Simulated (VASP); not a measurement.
# Sn (Fd-3m) in VASP: a series of runs

The runs below take Sn through single point, with r2SCAN.

Program: VASP 6.6.1. These are calculated values, not measurements. Logs are shortened: lines on timing, memory, paths and dates and some standing lists are left out, and cuts for length are marked.

## (1) The cell of the first run

It takes space group Fd-3m (No. 227, cubic). The conventional cell has a = 6.289 Å, b = 6.289 Å, c = 6.289 Å, α = 90.00°, β = 90.00°, γ = 90.00°. Within 3.6 Å of Sn (site symmetry -43m) lie 4 Sn at 2.72 Å.

## (2) Single point, r2SCAN

The input, POSCAR:

```
Sn
1.0
    0.0000000000      3.1447103554      3.1447103554
    3.1447103554      0.0000000000      3.1447103554
    3.1447103554      3.1447103554      0.0000000000
Sn
2
Direct
    0.0000000000      0.0000000000      0.0000000000
    0.2500000000      0.2500000000      0.2500000000
```

The input, INCAR.step1:

```
  ALGO = Normal
  EDIFF = 1E-4
  ENCUT = 520
  GGA = PE
  ISMEAR = -1
  LASPH = T
  LCHARG = F
  LREAL = F
  LWAVE = T
  NBANDS = 21
  NELM = 60
  PREC = Accurate
  SIGMA = 0.15
```

The input, INCAR.step2:

```
  ALGO = Normal
  EDIFF = 1E-6
  ENCUT = 520
  ISIF = 2
  ISMEAR = -1
  ISTART = 1
  LASPH = T
  LCHARG = T
  LELF = T
  LMIXTAU = T
  LREAL = F
  LVHAR = T
  LWAVE = F
  METAGGA = R2SCAN
  NBANDS = 21
  NELM = 60
  PREC = Accurate
  SIGMA = 0.15
```

The input, KPOINTS:

```
k-points
0
Gamma
  6 6 6
```

Potentials or basis: VASP PAW PBE potentials, release 64 (Sn_d).

Launch:

```
cat potpaw_PBE.64/Sn_d/POTCAR > POTCAR
cp INCAR.step1 INCAR
mpirun -np 1 vasp_std > vasp.out
cp INCAR.step2 INCAR
mpirun -np 1 vasp_std > vasp.out
```

OUTCAR:

```text
EDIFF = 1E-6
   ENCUT = 520
   ISIF = 2
   ISMEAR = -1
   ISTART = 1
   LASPH = T
   LREAL = F
   METAGGA = R2SCAN
   NELM = 60
   PREC = Accurate

 ion  position               nearest neighbor table
   1  0.000  0.000  0.000-   2 2.72   2 2.72   2 2.72   2 2.72
   2  0.250  0.250  0.250-   1 2.72   1 2.72   1 2.72   1 2.72

  LATTYP: Found a face centered cubic cell.
 ALAT       =     6.2894207108

  Lattice vectors:

 A1 = (   0.0000000000,   3.1447103554,   3.1447103554)
 A2 = (   3.1447103554,   0.0000000000,   3.1447103554)
 A3 = (   3.1447103554,   3.1447103554,   0.0000000000)

Analysis of symmetry for initial positions (statically):
=====================================================================
 Subroutine PRICEL returns:
 Original cell was already a primitive cell.

 Routine SETGRP: Setting up the symmetry group for a
 face centered cubic supercell.

 Subroutine GETGRP returns: Found 48 space group operations
 (whereof 24 operations were pure point group operations)
 out of a pool of 48 trial point group operations.

The static configuration has the point symmetry T_d .
 The point group associated with its full space group is O_h .

Analysis of symmetry for dynamics (positions and initial velocities):
=====================================================================
 Subroutine PRICEL returns:
 Original cell was already a primitive cell.

 Routine SETGRP: Setting up the symmetry group for a
 face centered cubic supercell.

 Subroutine GETGRP returns: Found 48 space group operations
 (whereof 24 operations were pure point group operations)
 out of a pool of 48 trial point group operations.

The dynamic configuration has the point symmetry T_d .
 The point group associated with its full space group is O_h .

 Subroutine INISYM returns: Found 48 space group operations
 (whereof 24 operations are pure point group operations),
 and found     1 'primitive' translations

----------------------------------------------------------------------------------------

                                     Primitive cell

  volume of cell :      62.1974

  direct lattice vectors                    reciprocal lattice vectors
     0.000000000  3.144710355  3.144710355    -0.158997155  0.158997155  0.158997155
     3.144710355  0.000000000  3.144710355     0.158997155 -0.158997155  0.158997155
     3.144710355  3.144710355  0.000000000     0.158997155  0.158997155 -0.158997155

  length of vectors
     4.447292034  4.447292034  4.447292034     0.275391151  0.275391151  0.275391151

  position of ions in fractional coordinates (direct lattice)
     0.000000000  0.000000000  0.000000000
     0.250000000  0.250000000  0.250000000

  ion indices of the primitive-cell ions
   primitive index   ion index
                 1           1
                 2           2

----------------------------------------------------------------------------------------

 KPOINTS: k-points

Automatic generation of k-mesh.
 Grid dimensions read from file:
 generate k-points for:    6    6    6

 Generating k-lattice:

  Cartesian coordinates                     Fractional coordinates (reciprocal lattice)
    -0.026499526  0.026499526  0.026499526     0.166666667  0.000000000  0.000000000
     0.026499526 -0.026499526  0.026499526     0.000000000  0.166666667  0.000000000
     0.026499526  0.026499526 -0.026499526     0.000000000  0.000000000  0.166666667

  Length of vectors
     0.045898525  0.045898525  0.045898525

  Shift w.r.t. Gamma in fractional coordinates (k-lattice)
     0.000000000  0.000000000  0.000000000

 Subroutine IBZKPT returns following result:
 ===========================================

 Found     16 irreducible k-points:

 Following reciprocal coordinates:
            Coordinates               Weight
  0.000000  0.000000  0.000000      1.000000
  0.166667  0.000000  0.000000      8.000000
  0.333333  0.000000  0.000000      8.000000
  0.500000  0.000000  0.000000      4.000000
  0.166667  0.166667  0.000000      6.000000
  0.333333  0.166667  0.000000     24.000000
[... 8 lines left out ...]
 -0.333333  0.333333  0.166667     24.000000
 -0.333333  0.500000  0.166667     12.000000
   k-points           NKPTS =     16   k-points in BZ     NKDIM =     16   number of bands    NBANDS=     21
   number of dos      NEDOS =    301   number of ions     NIONS =      2
   total plane-waves  NPLWV =  46656
   dimension x,y,z NGX =    36 NGY =   36 NGZ =   36
   dimension x,y,z NGXF=    72 NGYF=   72 NGZF=   72
   ions per type =               2
   NGX,Y,Z   is equivalent  to a cutoff of  13.46, 13.46, 13.46 a.u.
   NGXF,Y,Z  is equivalent  to a cutoff of  26.91, 26.91, 26.91 a.u.
 SYSTEM =  unknown system
   PREC   = accura    normal or accurate (medium, high low for compatibility)
   ISTART =      1    job   : 0-new  1-cont  2-samecut
   ICHARG =      0    charge: 1-file 2-atom 10-const
   ISPIN  =      1    spin polarized calculation?
   LNONCOLLINEAR =      F non collinear calculations
   LSORBIT =      F    spin-orbit coupling
   LASPH  =      T    aspherical Exc in radial PAW
   ENCUT  =  520.0 eV  38.22 Ry    6.18 a.u.   8.27  8.27  8.27*2*pi/ulx,y,z
   NELM   =     60;   NELMIN=  2; NELMDL=  0     # of ELM steps
   EDIFF  = 0.1E-05   stopping-criterion for ELM
   LREAL  =      F    real-space projection
   EDIFFG = 0.1E-04   stopping-criterion for IOM
   NSW    =      0    number of steps for IOM
   IBRION =     -1    ionic relax: 0-MD 1-quasi-New 2-CG
   NFREE  =      0    steps in history (QN), initial steepest desc. (CG)
   ISIF   =      2    stress and relaxation
   ISYM   =      2    0-nonsym 1-usesym 2-fastsym
   POTIM  = 0.5000    time-step for ionic-motion
   TEBEG  =    0.0;   TEEND  =   0.0 temperature during run
   PSTRESS=    0.0 pullay stress
   NELECT =      28.0000    total number of electrons
   NUPDOWN=      -1.0000    fix difference up-down
   EMIN   =  10.00;   EMAX   =-10.00  energy-range for DOS
   EFERMI =   0.00;   METHOD = LEGACY
   ISMEAR =    -1;   SIGMA  =   0.15  broadening in eV -4-tet -1-fermi 0-gaus
   EFERMI_NEDOS =   21; number of points for ismear=-14 and -15
   IALGO  =     38    algorithm
   IMIX   =      4    mixing-type and parameters
     AMIX     =   0.40;   BMIX     =  1.00
     AMIX_MAG =   1.60;   BMIX_MAG =  1.00
  volume/ion in A,a.u.               =      31.10       209.86
  Fermi-wavevector in a.u.,A,eV,Ry     =   1.254691  2.371023 21.418972  1.574250
  Thomas-Fermi vector in A             =   2.388484
   LORBIT       =      0    0 simple, 1 ext, 2 COOP (PROOUT), +10 PAW based schemes
   METAGGA = R2SCAN    functional components
   LHFCALC =     F    Hartree Fock is set to
   AEXX    =    0.0000 exact exchange contribution
   IVDW    =     0    specifies the selected vdW correction
   LEPSILON=     F    determine dielectric tensor
   LRPA    =     F    only Hartree local field effects (RPA)
 non-spin polarized calculation
  energy-cutoff  :      520.00
  volume of cell :       62.20
 maximum number of plane-waves:      1694
 NGX is ok and might be reduce to    36
   NGX = 17   NGY = 17   NGZ = 17

 number of electron      27.9999996 magnetization

 Free energy of the ion-electron system (eV)
  ---------------------------------------------------
  ext. energy  EPLUGINS =         0.00000000
  ---------------------------------------------------
  free energy    TOTEN  =       -49.28428837 eV

  energy without entropy =      -49.27230949  energy(sigma->0) =      -49.27829893

 E-fermi :   6.7467     XC(G=0): -10.0459

 val. band max:        6.6567905122   @ k =   0.0000   0.0000   0.0000
 cond. band min:       7.0078216145   @ k =   0.0000   0.0000   0.0000
 fundamental gap:      0.3510311024
 Fermi energy:         6.7467156783

 k-point     1 :       0.0000    0.0000    0.0000
  band No.  band energies     occupation
      1     -15.9832      2.00000
      2     -15.9832      2.00000
      3     -15.9832      2.00000
      4     -15.9022      2.00000
      5     -15.9022      2.00000
      6     -15.4883      2.00000
[... 13 lines left out ...]
     20      15.1270      0.00000
     21      15.1270      0.00000

 k-point     2 :       0.1667    0.0000    0.0000
  band No.  band energies     occupation
      1     -16.0056      2.00000
      2     -16.0056      2.00000
      3     -15.9752      2.00000
      4     -15.8689      2.00000
      5     -15.8689      2.00000
      6     -15.5185      2.00000
[... 13 lines left out ...]
     20      13.9325      0.00000
     21      13.9325      0.00000

 k-point     3 :       0.3333    0.0000    0.0000
  band No.  band energies     occupation
      1     -16.0263      2.00000
      2     -16.0263      2.00000
      3     -15.9587      2.00000
      4     -15.8306      2.00000
      5     -15.8306      2.00000
      6     -15.5451      2.00000
[... 13 lines left out ...]
     20      14.4683      0.00000
     21      14.4683      0.00000

 k-point     4 :       0.5000    0.0000    0.0000
  band No.  band energies     occupation
      1     -16.0317      2.00000
      2     -16.0317      2.00000
      3     -15.9502      2.00000
      4     -15.8194      2.00000
      5     -15.8194      2.00000
      6     -15.5507      2.00000
[... 13 lines left out ...]
     20      16.1812      0.00000
     21      16.1812      0.00000

 k-point     5 :       0.1667    0.1667    0.0000
  band No.  band energies     occupation
      1     -16.0023      2.00000
      2     -16.0023      2.00000
      3     -15.9979      2.00000
      4     -15.8713      2.00000
      5     -15.8310      2.00000
      6     -15.5883      2.00000
[... 13 lines left out ...]
     20      13.8697      0.00000
     21      15.4613      0.00000
[... 190 lines left out ...]
     20      17.2739      0.00000
     21      17.9701      0.00000

 k-point    14 :       0.5000    0.3333    0.1667
  band No.  band energies     occupation
      1     -16.0608      2.00000
      2     -16.0539      2.00000
      3     -15.9057      2.00000
      4     -15.7900      2.00000
      5     -15.7243      2.00000
      6     -15.6943      2.00000
[... 13 lines left out ...]
     20      15.4985      0.00000
     21      17.3993      0.00000

 k-point    15 :      -0.3333    0.3333    0.1667
  band No.  band energies     occupation
      1     -16.0800      2.00000
      2     -16.0599      2.00000
      3     -15.8620      2.00000
      4     -15.7546      2.00000
      5     -15.7115      2.00000
      6     -15.6995      2.00000
[... 13 lines left out ...]
     20      16.8921      0.00000
     21      17.0618      0.00000

 k-point    16 :      -0.3333    0.5000    0.1667
  band No.  band energies     occupation
      1     -16.0713      2.00000
      2     -16.0713      2.00000
      3     -15.8199      2.00000
      4     -15.8199      2.00000
      5     -15.6822      2.00000
      6     -15.6822      2.00000
[... 13 lines left out ...]
     20      16.7841      0.00000
     21      17.8944      0.00000

------------------------ aborting loop because EDIFF is reached ----------------------------------------

  FORCE on cell =-STRESS in cart. coord.  units (eV):
  Direction    XX          YY          ZZ          XY          YZ          ZX
  --------------------------------------------------------------------------------------
  -------------------------------------------------------------------------------------
  Total        2.9499127      2.9499127      2.9499127     -0.0000000     -0.0000000     -0.0000000
  in kB       75.9884859     75.9884859     75.9884859     -0.0000000     -0.0000000     -0.0000000
  external PRESSURE =      75.9884859 kB  Pullay stress =       0.0000000 kB

 VOLUME and BASIS-vectors are now :
 -----------------------------------------------------------------------------
  energy-cutoff  :      520.00
  volume of cell :       62.20
      direct lattice vectors                 reciprocal lattice vectors
     0.000000000  3.144710355  3.144710355    -0.158997155  0.158997155  0.158997155
     3.144710355  0.000000000  3.144710355     0.158997155 -0.158997155  0.158997155
     3.144710355  3.144710355  0.000000000     0.158997155  0.158997155 -0.158997155

 POSITION                                       TOTAL-FORCE (eV/Angst)
 -----------------------------------------------------------------------------------
      0.00000      0.00000      0.00000        -0.000000     -0.000000     -0.000000
      1.57236      1.57236      1.57236         0.000000      0.000000      0.000000
 -----------------------------------------------------------------------------------
    total drift:                                0.000000      0.000000      0.000000

  FREE ENERGIE OF THE ION-ELECTRON SYSTEM (eV)
  ---------------------------------------------------
  free  energy   TOTEN  =       -49.2842883749 eV

  energy  without entropy=      -49.2723094942  energy(sigma->0) =      -49.27829893
```

Wall time 93 s (1 thread of AMD EPYC 7R43 (Zen 3), shared host); peak memory 0.18 GiB.

Results:

```
Free energy            : -49.2843 eV
Pressure               : 7.6 GPa
Band gap on the k mesh : 0.35 eV, direct
```

Caveat: the PAW data sets were made with another functional, which shifts forces and pressure a little; spin-orbit coupling is left out, which moves the levels of the heavy elements. A k mesh can miss the band edges.

[end of part 1 of 2]
